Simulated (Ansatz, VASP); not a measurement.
## Hf in VASP and in Ansatz

INCAR

```
PREC = Accurate
ENCUT = 520
EDIFF = 1E-6
ISMEAR = -1
SIGMA = 0.1
LREAL = False
LASPH = True
NELM = 80
ALGO = Normal
ISIF = 2
LWAVE = False
LCHARG = False
GGA = PE
NBANDS = 17
```

The input KPOINTS:

```
regular mesh
0
Gamma
  12 12 12
```

File POSCAR:

```
Hf
1.0
    0.0000000000      2.5081244518      2.5081244518
    2.5081244518      0.0000000000      2.5081244518
    2.5081244518      2.5081244518      0.0000000000
Hf
2
Direct
   -0.1250000000     -0.1250000000     -0.1250000000
    0.1250000000      0.1250000000      0.1250000000
```

Input for Ansatz:

```yaml
crystal:
  lattice:
    - [0.0, 2.5081244518, 2.5081244518]
    - [2.5081244518, 0.0, 2.5081244518]
    - [2.5081244518, 2.5081244518, 0.0]
  atoms:
    - { symbol: Hf, position: [-0.125, -0.125, -0.125] }
    - { symbol: Hf, position: [0.125, 0.125, 0.125] }
kpoints:
  mp_grid: { grid: [12, 12, 12] }
scf:
  occupations: { method: fermi_dirac, width: 0.1 }
hamiltonian:
  xc: pbe
  pseudopotentials: { kind: paw }
output:
  forces: true
  stress: true
  eigenvalues: true
  populations: true
```

Change from the starting cell: volume scaled by 0.45, PAW files.

Alike in both runs: task single point; functional PBE; k mesh 12 × 12 × 12; occupations fermi-dirac, width 0.1 eV; no spin polarisation.

```csv
,VASP,Ansatz
version,VASP 6.6.1,Ansatz 0.2.0
potentials or method,"VASP PAW PBE potentials, release 64 (Hf_pv)","PAW with Ansatz's default frozen-core files, scalar-relativistic"
plane-wave cutoff (eV),520,420
valence electrons in the cell,20,52
```

```tsv
	VASP	Ansatz	Ansatz less VASP
pressure (GPa)	115.3	119.4	+4.08
```

Both programs put the cell under a high pressure, so it lies far from rest at this level. With one functional, cell and mesh, what is left measures potentials, basis and numerics. VASP's potentials hold 20 valence electrons a cell and Ansatz's 52, so a difference there can come from the potentials and not from the codes.

Neither program's run includes spin-orbit coupling. Noted on VASP's run: the cell as given lies far from equilibrium.
